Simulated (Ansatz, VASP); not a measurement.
Hg2O in VASP and in Ansatz

```
Hg O
1.0
     3.12072    0.00000    0.00000
     0.00000    3.12072    0.00000
     0.00000    0.00000    5.64631
Hg O
2 1
Direct
  0.50000 0.50000 0.26061
  0.50000 0.50000 0.73939
  0.00000 0.00000 0.00000
```

Change from the starting cell: species swapped into the FeSi2 type (P4/mmm, No. 123).

Alike in both runs: functional PBE; k mesh 5 × 5 × 3; occupations gaussian, width 0.15 eV; no spin polarisation.

Ansatz relaxed the structure, and its values are those at the end. VASP's run is a single point on that final structure, the one shown.

|  | VASP | Ansatz |
| --- | --- | --- |
| version | VASP 6.6.1 | Ansatz 0.2.0 |
| potentials or method | VASP PAW PBE potentials, release 64 (Hg_sv_GW, O), cutoff 700 eV | scalar-relativistic, plane waves, PAW |
| valence electrons in the cell | 46 | 46 |

|  | VASP | Ansatz | Ansatz less VASP |
| --- | --- | --- | --- |
| gap on the k mesh at the Fermi level (eV) | none | none | - |
| pressure (GPa) | -0.4 | -0.1 | +0.26 |
| rms of the force components (eV/Å) | 0.014 | 0.013 | -0.0019 |

A gap of «none» marks a metal or a gap that the smearing closes.

The k mesh is coarse, so the values compare programs but aren't converged. Neither program's run includes spin-orbit coupling.
